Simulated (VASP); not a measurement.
Set up this calculation in VASP 6.6.1, as the native input.

```yaml
Task: relaxation of cell and atoms
Functional: PBEsol
Potentials_or_basis: VASP PAW PBE potentials, release 64 (Cu, I)
Cutoff: 600 eV
k_mesh: 8 × 8 × 8
Occupations: gaussian, width 0.02 eV
Spin: no spin polarisation
Dipole_correction: no
Further_INCAR_settings: ALGO = Normal; EDIFF = 1e-07; IBRION = 2; EDIFFG = -0.005; NSW = 100; ISIF = 3
```

The structure of CuI lies in POSCAR:

```
CuI
1.0
    0.0000000000     -3.0315000000     -3.0315000000
   -3.0315000000     -3.0315000000      0.0000000000
   -3.0315000000      0.0000000000     -3.0315000000
Cu I
1 1
Direct
    0.0000000000      0.0000000000      0.0000000000
    0.7500000000      0.7500000000      0.7500000000
```

These files were run (other wordings do the same):

INCAR

```
SYSTEM = CuI
ALGO     = Normal         ! electronic algorithm
EDIFF    = 1E-7           ! SCF threshold, eV
EDIFFG   = -0.005         ! ionic threshold
ENCUT    = 600            ! plane-wave cutoff, eV
GGA      = PS             ! functional
IBRION   = 2              ! ionic algorithm
ISIF     = 3              ! what is computed and relaxed
ISMEAR   = 0              ! smearing method
LASPH    = .True.         ! aspherical terms in the spheres
LCHARG   = .False.        ! write CHGCAR
LREAL    = .False.        ! projectors in reciprocal space
LWAVE    = .False.        ! write WAVECAR
NELM     = 100            ! most SCF steps
NSW      = 100            ! ionic steps
PREC     = Accurate       ! precision mode
SIGMA    = 0.02           ! smearing width, eV
```

KPOINTS

```
k-points
0
Gamma
  8 8 8
  0 0 0
```

Potentials or basis: VASP PAW PBE potentials, release 64 (Cu, I).

Command:

```console
$ cat potpaw_PBE.64/Cu/POTCAR potpaw_PBE.64/I/POTCAR > POTCAR
$ mpirun -np 1 vasp_std > vasp.out
```

It gave:

```json
{
  "Relaxed volume": "26.26 Å³/atom",
  "Relaxed cell": "a = 4.203 Å, b = 4.203 Å, c = 4.203 Å, α = 60.00°, β = 60.00°, γ = 60.00°",
  "Space group after relaxing (to 0.05 Å)": "F-43m (No. 216)",
  "Energy gained by relaxing": "13.3 meV/atom",
  "Ionic steps": "3",
  "Pressure after relaxing": "0.0 GPa",
  "Band gap on the k mesh": "1.19 eV, direct"
}
```

Caveat: the PAW data sets were made with another functional, which shifts forces and pressure a little; spin-orbit coupling is left out, which moves the levels of the heavy elements.

Wall time 52 s on 1 thread of AMD EPYC 9R45 96-Core Processor (Zen 5) (shared host), peak memory 0.19 GiB.
